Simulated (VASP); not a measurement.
# Ga (P6/mmm) in VASP: relaxation of cell and atoms with LDA

Aim: the relaxation of cell and atoms of Ga with LDA.

Program: VASP 6.6.1. These are calculated values, not measurements. Logs are shortened: lines on timing, memory, paths and dates and some standing lists are left out, and cuts for length are marked.

### 1 The cell of the first run

The structure is hexagonal, space group P6/mmm (No. 191). Conventional cell: a = 4.067 Å, b = 4.067 Å, c = 2.521 Å, α = 90.00°, β = 90.00°, γ = 120.00°. Ga (site symmetry 6/mmm) has 14 Ga at 2.52 to 2.66 Å within 3.3 Å. Ga (site symmetry -6m2) has 11 Ga at 2.35 to 2.66 Å within 3.1 Å.

This isn't the form of Ga at room conditions, which is orthorhombic.

### 2 Relaxation of cell and atoms, LDA, target pressure 57 GPa, at which the enthalpy is minimised

INCAR reads:

```
PREC = Accurate ; ENCUT = 600
EDIFF = 1E-6 ; ISMEAR = -1
SIGMA = 0.08 ; LREAL = F
LASPH = T ; NELM = 60
ALGO = Normal ; ISIF = 3
LWAVE = F ; LCHARG = F
IBRION = 2 ; NSW = 60
EDIFFG = -0.005 ; PSTRESS = 570.0
```

KPOINTS reads:

```
Automatic mesh
0
Gamma
  9 9 12
```

POSCAR reads:

```
Ga
1.0
    4.0665663430      0.0000000000      0.0000000000
   -2.0332831715      3.5217497592      0.0000000000
    0.0000000000      0.0000000000      2.5212711326
Ga
3
Direct
    0.0000000000      0.0000000000      0.0000000000
    0.3333333333      0.6666666667      0.5000000000
    0.6666666667      0.3333333333      0.5000000000
```

Potentials or basis: VASP PAW LDA potentials, release 64 (Ga_d).

Launch:

```
cat potpaw_LDA.64/Ga_d/POTCAR > POTCAR
mpirun -np 1 vasp_std > vasp.out
```

OUTCAR:

```text
PREC = Accurate
   ENCUT = 600
   EDIFF = 1E-6
   ISMEAR = -1
   LREAL = F
   LASPH = T
   NELM = 60
   ISIF = 3
   IBRION = 2
   NSW = 60
   EDIFFG = -0.005
   PSTRESS = 570.0

 ion  position               nearest neighbor table
   1  0.000  0.000  0.000-   2 2.66   3 2.66   2 2.66   3 2.66   2 2.66   2 2.66   3 2.66   3 2.66
                             3 2.66   3 2.66   2 2.66   2 2.66
   2  0.333  0.667  0.500-   3 2.35   3 2.35   3 2.35   1 2.66   1 2.66   1 2.66   1 2.66   1 2.66
                             1 2.66
   3  0.667  0.333  0.500-   2 2.35   2 2.35   2 2.35   1 2.66   1 2.66   1 2.66   1 2.66   1 2.66
                             1 2.66

  LATTYP: Found a hexagonal cell.
 ALAT       =     4.0665663430
 C/A-ratio  =     0.6200000000

  Lattice vectors:

 A1 = (   4.0665663430,   0.0000000000,   0.0000000000)
 A2 = (  -2.0332831715,   3.5217497592,   0.0000000000)
 A3 = (   0.0000000000,   0.0000000000,   2.5212711326)

Analysis of symmetry for initial positions (statically):
=====================================================================
 Subroutine PRICEL returns:
 Original cell was already a primitive cell.

 Routine SETGRP: Setting up the symmetry group for a
 hexagonal supercell.

 Subroutine GETGRP returns: Found 24 space group operations
 (whereof 24 operations were pure point group operations)
 out of a pool of 24 trial point group operations.

The static configuration has the point symmetry D_6h.

Analysis of symmetry for dynamics (positions and initial velocities):
=====================================================================
 Subroutine PRICEL returns:
 Original cell was already a primitive cell.

 Routine SETGRP: Setting up the symmetry group for a
 hexagonal supercell.

 Subroutine GETGRP returns: Found 24 space group operations
 (whereof 24 operations were pure point group operations)
 out of a pool of 24 trial point group operations.

The dynamic configuration has the point symmetry D_6h.

 Subroutine INISYM returns: Found 24 space group operations
 (whereof 24 operations are pure point group operations),
 and found     1 'primitive' translations

----------------------------------------------------------------------------------------

                                     Primitive cell

  volume of cell :      36.1082

  direct lattice vectors                    reciprocal lattice vectors
     4.066566343  0.000000000  0.000000000     0.245907706  0.141974880  0.000000000
[... 93 lines left out ...]
   NFREE  =      1    steps in history (QN), initial steepest desc. (CG)
   ISIF   =      3    stress and relaxation
   ISYM   =      2    0-nonsym 1-usesym 2-fastsym
   POTIM  = 0.5000    time-step for ionic-motion
   TEBEG  =    0.0;   TEEND  =   0.0 temperature during run
   PSTRESS=  570.0 pullay stress
   NELECT =      39.0000    total number of electrons
   NUPDOWN=      -1.0000    fix difference up-down
   EMIN   =  10.00;   EMAX   =-10.00  energy-range for DOS
   EFERMI =   0.00;   METHOD = LEGACY
   ISMEAR =    -1;   SIGMA  =   0.08  broadening in eV -4-tet -1-fermi 0-gaus
   EFERMI_NEDOS =   21; number of points for ismear=-14 and -15
   IALGO  =     38    algorithm
   IMIX   =      4    mixing-type and parameters
     AMIX     =   0.40;   BMIX     =  1.00
     AMIX_MAG =   1.60;   BMIX_MAG =  1.00
  volume/ion in A,a.u.               =      12.04        81.22
  Fermi-wavevector in a.u.,A,eV,Ry     =   1.679685  3.174144 38.386664  2.821340
  Thomas-Fermi vector in A             =   2.763553
   LORBIT       =      0    0 simple, 1 ext, 2 COOP (PROOUT), +10 PAW based schemes
   GGA     = CA    functional components
   LHFCALC =     F    Hartree Fock is set to
   AEXX    =    0.0000 exact exchange contribution
   IVDW    =     0    specifies the selected vdW correction
   LEPSILON=     F    determine dielectric tensor
   LRPA    =     F    only Hartree local field effects (RPA)
 conjugate gradient relaxation of ions
 non-spin polarized calculation
  energy-cutoff  :      600.00
  volume of cell :       36.11
 maximum number of plane-waves:      1224
   NGX = 17   NGY = 17   NGZ = 11

--------------------------------------- Ionic step        1  -------------------------------------------

 number of electron      39.0000016 magnetization

 Free energy of the ion-electron system (eV)
  ---------------------------------------------------
  ext. energy  EPLUGINS =         0.00000000
  ---------------------------------------------------
  free energy    TOTEN  =        -8.52197049 eV

  energy without entropy =       -8.50125924  energy(sigma->0) =       -8.51161486

------------------------ aborting loop because EDIFF is reached ----------------------------------------

  FORCE on cell =-STRESS in cart. coord.  units (eV):
  Direction    XX          YY          ZZ          XY          YZ          ZX
  --------------------------------------------------------------------------------------
  -------------------------------------------------------------------------------------
  Total       13.8010237     13.8010237     11.8820407      0.0000000      0.0000000      0.0000000
  in kB      612.3729198    612.3729197    527.2246550      0.0000000      0.0000000      0.0000000
  external PRESSURE =      13.9901648 kB  Pullay stress =     570.0000000 kB
[... 182 lines left out ...]
--------------------------------------- Ionic step        6  -------------------------------------------

 number of electron      38.9999994 magnetization

 Free energy of the ion-electron system (eV)
  ---------------------------------------------------
  ext. energy  EPLUGINS =         0.00000000
  ---------------------------------------------------
  free energy    TOTEN  =        -8.61501292 eV

  energy without entropy =       -8.59881791  energy(sigma->0) =       -8.60691542

 E-fermi :  10.5336     XC(G=0): -13.7989

 val. band max:       10.5127399387   @ k =   0.2222   0.2222   0.4167
 cond. band min:      10.5594485158   @ k =   0.4444   0.1111   0.3333
 fundamental gap:      0.0467085771
 Fermi energy:        10.5335578433

 k-point     1 :       0.0000    0.0000    0.0000
  band No.  band energies     occupation
      1      -5.9464      2.00000
      2      -5.5286      2.00000
      3      -5.4889      2.00000
      4      -5.3295      2.00000
      5      -5.3295      2.00000
      6      -5.2043      2.00000
[... 613 lines left out ...]
     22      20.8931      0.00000
     23      20.8931      0.00000

 [... further k-points ...]

------------------------ aborting loop because EDIFF is reached ----------------------------------------

  FORCE on cell =-STRESS in cart. coord.  units (eV):
  Direction    XX          YY          ZZ          XY          YZ          ZX
  --------------------------------------------------------------------------------------
  -------------------------------------------------------------------------------------
  Total       12.8998984     12.8998984     12.9114879      0.0000000      0.0000000      0.0000000
  in kB      569.6522198    569.6522198    570.1640073      0.0000000      0.0000000      0.0000000
  external PRESSURE =      -0.1771844 kB  Pullay stress =     570.0000000 kB
[... 22 lines left out ...]
  energy  without entropy=       -8.5988179149  energy(sigma->0) =       -8.60691542

  enthalpy is  TOTEN    =         4.2927610159 eV   P V=       12.9077739406

 reached required accuracy - stopping structural energy minimisation
```

Wall time 2.3 min (1 thread of Intel Xeon Platinum 8259CL at 2.50GHz (Skylake/Cascade Lake), shared host); peak memory 0.19 GiB.

What came out:

| Item | Value |
| --- | --- |
| Free energy | -8.6150 eV |
| Relaxed volume | 12.09 Å³/atom |
| Relaxed cell | a = 4.147 Å, b = 4.147 Å, c = 2.436 Å, α = 90.00°, β = 90.00°, γ = 120.00° |
| Space group after relaxing (to 0.1 Å) | P6/mmm (No. 191) |
| Energy change on relaxing (the run minimises the enthalpy) | -31.0 meV/atom |
| Ionic steps | 6 |
| Pressure after relaxing | 57.0 GPa |
| Band gap on the k mesh | zero (an odd number of electrons rules out a gap without spin polarisation) |

The path:
```
step  energy change (eV)  largest force (eV/Å)  pressure (GPa)  volume (Å³)
   1              0.0000                0.0000           58.40        36.11
   2             -0.2159                0.0000           53.85        36.65
   3             -0.2215                0.0000           53.98        36.66
   4              0.1030                0.0000           61.66        35.75
   5             -0.0641                0.0000           57.69        36.20
   6             -0.0930                0.0000           56.98        36.28
```

Final structure:
```yaml
crystal:
  lattice:
    - [4.14713, 0.00000, 0.00000]
    - [-2.07357, 3.59152, 0.00000]
    - [0.00000, 0.00000, 2.43591]
  atoms:
    - { symbol: Ga, position: [0.00000, 0.00000, 0.00000] }
    - { symbol: Ga, position: [0.33333, 0.66667, 0.50000] }
    - { symbol: Ga, position: [0.66667, 0.33333, 0.50000] }
```

Levels at points of the mesh, in eV from the Fermi level:
| k point | band 16 | band 17 | band 18 | band 19 | band 20 | band 21 | band 22 | band 23 |
| --- | --- | --- | --- | --- | --- | --- | --- | --- |
| (0.00, 0.00, 0.00) | -15.20 | -2.79 | -2.79 | -2.75 | -2.75 | -2.60 | -2.42 | 9.11 |
| (0.00, 0.00, 0.50) | -8.44 | -8.12 | 1.56 | 1.77 | 1.77 | 2.33 | 3.35 | 3.35 |

Caveat: the cell is relaxed towards a set pressure, so the run minimises the enthalpy, not the energy; the highest band is partly filled, so the run has too few bands.

The gap in the log of VASP goes by the Fermi energy; the results here count the filled bands.